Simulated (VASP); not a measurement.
# Ti (Im-3m) in VASP: settings compared

The runs below take Ti through single point, with PBE, revPBE.

Everything below comes from runs of VASP 6.6.1. Logs are shortened: lines on timing, memory, paths and dates and some standing lists are left out, and cuts for length are marked.

## 1. The cell of the first run

The structure is cubic, space group Im-3m (No. 229). The conventional cell has a = 3.282 Å, b = 3.282 Å, c = 3.282 Å, α = 90.00°, β = 90.00°, γ = 90.00°. Within 3.7 Å of Ti (site symmetry m-3m) lie 14 Ti at 2.84 to 3.28 Å.

## 2. Single point, PBE

The input, INCAR:

```
PREC = Accurate
ENCUT = 500
EDIFF = 1E-6
ISMEAR = 0
SIGMA = 0.023
LREAL = False
LASPH = True
NELM = 120
ALGO = Normal
ISIF = 2
LWAVE = False
LCHARG = False
GGA = PE
NBANDS = 12
GGA_COMPAT = False
```

The input, KPOINTS:

```
regular mesh
0
Gamma
  11 11 11
```

The input, POSCAR:

```
Ti
1.0
   -1.6410000000      1.6410000000      1.6410000000
    1.6410000000     -1.6410000000      1.6410000000
    1.6410000000      1.6410000000     -1.6410000000
Ti
1
Direct
    0.0000000000      0.0000000000      0.0000000000
```

Potentials or basis: VASP PAW PBE potentials, release 64 (Ti_sv).

Launch:

```console
$ cat potpaw_PBE.64/Ti_sv/POTCAR > POTCAR
$ mpirun -np 1 vasp_std > vasp.out
```

OUTCAR:

```text
PREC = Accurate
   ENCUT = 500
   EDIFF = 1E-6
   ISMEAR = 0
   LREAL = False
   LASPH = True
   NELM = 120
   ISIF = 2
   GGA = PE

 ion  position               nearest neighbor table
   1  0.000  0.000  0.000-

  LATTYP: Found a body centered cubic cell.
 ALAT       =     3.2820000000

  Lattice vectors:

 A1 = (  -1.6410000000,   1.6410000000,   1.6410000000)
 A2 = (   1.6410000000,  -1.6410000000,   1.6410000000)
 A3 = (   1.6410000000,   1.6410000000,  -1.6410000000)

Analysis of symmetry for initial positions (statically):
=====================================================================
 Subroutine PRICEL returns:
 Original cell was already a primitive cell.

 Routine SETGRP: Setting up the symmetry group for a
 body centered cubic supercell.

 Subroutine GETGRP returns: Found 48 space group operations
[... 9 lines left out ...]

 Routine SETGRP: Setting up the symmetry group for a
 body centered cubic supercell.

 Subroutine GETGRP returns: Found 48 space group operations
[... 11 lines left out ...]
                                     Primitive cell

  volume of cell :      17.6761

  direct lattice vectors                    reciprocal lattice vectors
    -1.641000000  1.641000000  1.641000000     0.000000000  0.304692261  0.304692261
     1.641000000 -1.641000000  1.641000000     0.304692261  0.000000000  0.304692261
     1.641000000  1.641000000 -1.641000000     0.304692261  0.304692261  0.000000000

  length of vectors
     2.842295375  2.842295375  2.842295375     0.430899928  0.430899928  0.430899928

  position of ions in fractional coordinates (direct lattice)
     0.000000000  0.000000000  0.000000000

  ion indices of the primitive-cell ions
   primitive index   ion index
                 1           1

----------------------------------------------------------------------------------------

 KPOINTS: regular mesh

Automatic generation of k-mesh.
 Grid dimensions read from file:
 generate k-points for:   11   11   11

 Generating k-lattice:

  Cartesian coordinates                     Fractional coordinates (reciprocal lattice)
     0.000000000  0.027699296  0.027699296     0.090909091  0.000000000  0.000000000
     0.027699296  0.000000000  0.027699296     0.000000000  0.090909091  0.000000000
     0.027699296  0.027699296  0.000000000     0.000000000  0.000000000  0.090909091

  Length of vectors
     0.039172721  0.039172721  0.039172721

[... 52 lines left out ...]
   NELM   =    120;   NELMIN=  2; NELMDL= -5     # of ELM steps
   EDIFF  = 0.1E-05   stopping-criterion for ELM
   LREAL  =      F    real-space projection
   EDIFFG = 0.1E-04   stopping-criterion for IOM
   NSW    =      0    number of steps for IOM
   IBRION =     -1    ionic relax: 0-MD 1-quasi-New 2-CG
   NFREE  =      0    steps in history (QN), initial steepest desc. (CG)
   ISIF   =      2    stress and relaxation
   ISYM   =      2    0-nonsym 1-usesym 2-fastsym
   POTIM  = 0.5000    time-step for ionic-motion
   TEBEG  =    0.0;   TEEND  =   0.0 temperature during run
   PSTRESS=    0.0 pullay stress
   NELECT =      12.0000    total number of electrons
   NUPDOWN=      -1.0000    fix difference up-down
   EMIN   =  10.00;   EMAX   =-10.00  energy-range for DOS
   EFERMI =   0.00;   METHOD = LEGACY
   ISMEAR =     0;   SIGMA  =   0.02  broadening in eV -4-tet -1-fermi 0-gaus
   EFERMI_NEDOS =   21; number of points for ismear=-14 and -15
   IALGO  =     38    algorithm
   IMIX   =      4    mixing-type and parameters
     AMIX     =   0.40;   BMIX     =  1.00
     AMIX_MAG =   1.60;   BMIX_MAG =  1.00
  volume/ion in A,a.u.               =      17.68       119.28
  Fermi-wavevector in a.u.,A,eV,Ry     =   1.438821  2.718977 28.166848  2.070205
  Thomas-Fermi vector in A             =   2.557745
   LORBIT       =      0    0 simple, 1 ext, 2 COOP (PROOUT), +10 PAW based schemes
   GGA     = PE    functional components
   LHFCALC =     F    Hartree Fock is set to
   AEXX    =    0.0000 exact exchange contribution
   IVDW    =     0    specifies the selected vdW correction
   LEPSILON=     F    determine dielectric tensor
   LRPA    =     F    only Hartree local field effects (RPA)
 non-spin polarized calculation
 Gauss-broadening in eV      SIGMA  =   0.02
  energy-cutoff  :      500.00
  volume of cell :       17.68
 maximum number of plane-waves:       460
 NGX is ok and might be reduce to    24
   NGX = 11   NGY = 11   NGZ = 11

 number of electron      12.0000001 magnetization

 Free energy of the ion-electron system (eV)
  ---------------------------------------------------
  ext. energy  EPLUGINS =         0.00000000
  ---------------------------------------------------
  free energy    TOTEN  =        -7.71621107 eV

  energy without entropy =       -7.71485165  energy(sigma->0) =       -7.71553136

 E-fermi :   7.9003     XC(G=0): -11.4088

 val. band max:        7.8923495238   @ k =  -0.3636  -0.4545   0.0909
 cond. band min:       7.9024011089   @ k =   0.1818   0.0909   0.0909
 fundamental gap:      0.0100515851
 Fermi energy:         7.9002966462

 k-point     1 :       0.0000    0.0000    0.0000
  band No.  band energies     occupation
      1     -48.6399      2.00000
      2     -24.5174      2.00000
      3     -24.5174      2.00000
      4     -24.5174      2.00000
      5       1.9909      2.00000
      6       8.8913      0.00000
      7       8.8913      0.00000
      8       8.8913      0.00000
      9      10.6112      0.00000
     10      10.6112      0.00000
     11      25.1905      0.00000
     12      25.1905      0.00000
[... 331 lines left out ...]
 k-point    24 :       0.3636    0.1818    0.0909
  band No.  band energies     occupation
      1     -48.5114      2.00000
      2     -25.0372      2.00000
      3     -24.8000      2.00000
      4     -24.6180      2.00000
      5       6.4758      2.00000
      6       7.3331      2.00000
      7       7.9333      0.04226
      8      10.7878      0.00000
      9      10.9768      0.00000
     10      14.1144      0.00000
     11      16.3278      0.00000
     12      18.8642      0.00000

 [... further k-points ...]
[... 5 lines left out ...]
  --------------------------------------------------------------------------------------
  -------------------------------------------------------------------------------------
  Total       -0.3468528     -0.3468528     -0.3468528     -0.0000000      0.0000000      0.0000000
  in kB      -31.4390932    -31.4390932    -31.4390932     -0.0000000      0.0000000      0.0000000
  external PRESSURE =     -31.4390932 kB  Pullay stress =       0.0000000 kB

 VOLUME and BASIS-vectors are now :
 -----------------------------------------------------------------------------
  energy-cutoff  :      500.00
  volume of cell :       17.68
      direct lattice vectors                 reciprocal lattice vectors
    -1.641000000  1.641000000  1.641000000     0.000000000  0.304692261  0.304692261
     1.641000000 -1.641000000  1.641000000     0.304692261  0.000000000  0.304692261
     1.641000000  1.641000000 -1.641000000     0.304692261  0.304692261  0.000000000

 POSITION                                       TOTAL-FORCE (eV/Angst)
 -----------------------------------------------------------------------------------
      0.00000      0.00000      0.00000        -0.000000      0.000000      0.000000
 -----------------------------------------------------------------------------------
    total drift:                               -0.000000      0.000000      0.000000

  FREE ENERGIE OF THE ION-ELECTRON SYSTEM (eV)
  ---------------------------------------------------
  free  energy   TOTEN  =        -7.7162110713 eV

  energy  without entropy=       -7.7148516546  energy(sigma->0) =       -7.71553136
```

It took 12 s on 1 thread of Intel Xeon Platinum 8488C (Sapphire Rapids), shared host; peak memory 0.14 GiB.

What came out:

* Free energy: -7.7162 eV
* Pressure: -3.1 GPa
* Band gap on the k mesh: zero (band 6 reaches 8.90 eV, above the bottom of band 7 at 7.33 eV)

## 3. Single point, revPBE

This run uses another cell than the first one, of 17.64 Å³/atom, 0.998 times its volume.

The input, INCAR:

```
SYSTEM = Ti
PREC = Accurate
ENCUT = 500
EDIFF = 1E-6
ISMEAR = -1
SIGMA = 0.05
LREAL = .False.
LASPH = .True.
NELM = 120
ALGO = Normal
ISIF = 2
LWAVE = .False.
LCHARG = .True.
GGA = RE
LELF = .True.
LVHAR = .True.
NBANDS = 12
GGA_COMPAT = .False.
```

The input, KPOINTS:

```
regular mesh
0
Gamma
  11 11 11
  0 0 0
```

The input, POSCAR:

```
Ti
1.0
   -1.6398776937      1.6398776937      1.6398776937
    1.6398776937     -1.6398776937      1.6398776937
    1.6398776937      1.6398776937     -1.6398776937
Ti
1
Direct
    0.0000000000      0.0000000000      0.0000000000
```

Potentials or basis: VASP PAW PBE potentials, release 64 (Ti_sv).

Launch:

```console
$ cat potpaw_PBE.64/Ti_sv/POTCAR > POTCAR
$ mpirun -np 1 vasp_std > vasp.out
```

It took 7.3 s on 1 thread of AMD EPYC 9R45 (Zen 5), shared host; peak memory 0.11 GiB.

The run converged. Its results:

```
Free energy            : -7.4123 eV
Pressure               : -0.3 GPa
Band gap on the k mesh : zero (band 6 reaches 9.01 eV, above the bottom of band 7 at 7.43 eV)
```

Levels at points of the mesh, in eV from the Fermi level:
| k point | band 4 | band 5 | band 6 | band 7 | band 8 | band 9 |
| --- | --- | --- | --- | --- | --- | --- |
| (0.00, 0.00, 0.00) | -32.48 | -5.93 | 0.99 | 0.99 | 0.99 | 2.71 |

Caveat: the PAW data sets were made with another functional, which shifts forces and pressure a little.

## 4. Single point, PBE

The input, INCAR:

```
PREC = Accurate
ENCUT = 500
EDIFF = 1E-6
ISMEAR = 0
SIGMA = 0.014
LREAL = False
LASPH = True
NELM = 120
ALGO = Normal
ISIF = 2
LWAVE = False
LCHARG = False
GGA = PE
NBANDS = 12
GGA_COMPAT = False
```

The input, KPOINTS:

```
regular mesh
0
Gamma
  11 11 11
```

The input, POSCAR:

```
Ti
1.0
   -1.6410000000      1.6410000000      1.6410000000
    1.6410000000     -1.6410000000      1.6410000000
    1.6410000000      1.6410000000     -1.6410000000
Ti
1
Direct
    0.0000000000      0.0000000000      0.0000000000
```

Launch:

```console
$ cat potpaw_PBE.64/Ti_sv/POTCAR > POTCAR
$ mpirun -np 1 vasp_std > vasp.out
```

Run time: 7.3 s. Hardware: 1 thread of AMD EPYC 9R45 (Zen 5), shared host; peak memory 0.11 GiB.

The run converged. Its results:

```
Free energy            : -7.7158 eV
Pressure               : -3.2 GPa
Band gap on the k mesh : zero (band 6 reaches 8.90 eV, above the bottom of band 7 at 7.33 eV)
```

Levels at points of the mesh, in eV from the Fermi level:
| k point | band 2 | band 3 | band 4 | band 5 | band 6 | band 7 | band 8 | band 9 | band 10 | band 11 |
| --- | --- | --- | --- | --- | --- | --- | --- | --- | --- | --- |
| (0.00, 0.00, 0.00) | -32.42 | -32.42 | -32.42 | -5.91 | 0.99 | 0.99 | 0.99 | 2.71 | 2.71 | 17.29 |

## 5. Single point, PBE

The input, INCAR:

```
SYSTEM = Ti
  PREC = Accurate
  ENCUT = 500
  EDIFF = 1E-6
  ISMEAR = 0
  SIGMA = 0.016
  LREAL = .False.
  LASPH = .True.
  NELM = 120
  ALGO = Normal
  ISIF = 2
  LWAVE = .False.
  LCHARG = .False.
  GGA = PE
  NBANDS = 12
  GGA_COMPAT = .False.
```

The input, KPOINTS:

```
regular mesh
0
Gamma
  11 11 11
  0 0 0
```

POSCAR is that of step 4.

Launch:

```console
$ cat potpaw_PBE.64/Ti_sv/POTCAR > POTCAR
$ mpirun -np 1 vasp_std > vasp.out
```

Run time: 7.4 s. Hardware: 1 thread of AMD EPYC 9R45 (Zen 5), shared host; peak memory 0.11 GiB.

Results (log left out):

| Item | Value |
| --- | --- |
| Free energy | -7.7158 eV |
| Pressure | -3.2 GPa |
| Band gap on the k mesh | zero (band 6 reaches 8.90 eV, above the bottom of band 7 at 7.33 eV) |

Levels at points of the mesh, in eV from the Fermi level:
```tsv
k point	band 4	band 5	band 6	band 7	band 8	band 9
(0.00, 0.00, 0.00)	-32.42	-5.91	0.99	0.99	0.99	2.71
```

## 6. Overview

```csv
level,cell,smearing,gap on the mesh (eV),pressure (GPa)
PBE,"a = 2.842 Å, angles 109.5°, 1 atom",gaussian 0.023 eV,none,-3.1
revPBE,"a = 2.840 Å, angles 109.5°, 1 atom",fermi-dirac 0.05 eV,none,-0.3
PBE,"a = 2.842 Å, angles 109.5°, 1 atom",gaussian 0.014 eV,none,-3.2
PBE,"a = 2.842 Å, angles 109.5°, 1 atom",gaussian 0.016 eV,none,-3.2
```

Alike in all rows: task single point; potentials or basis VASP PAW PBE potentials, release 64 (Ti_sv); no spin polarisation; k mesh 11 × 11 × 11; cutoff (eV) 500.

Every run on the cell as given and a fine mesh finds a metal. The pressure there spans -3.2 GPa (PBE) to -0.3 GPa (revPBE); a positive pressure means that this level wants a larger cell, a negative one a smaller.

Caveats: the PAW data sets were made with another functional, which shifts forces and pressure a little (some runs).

Total energies depend on the potentials used, so only differences within one code and one set of settings carry meaning.
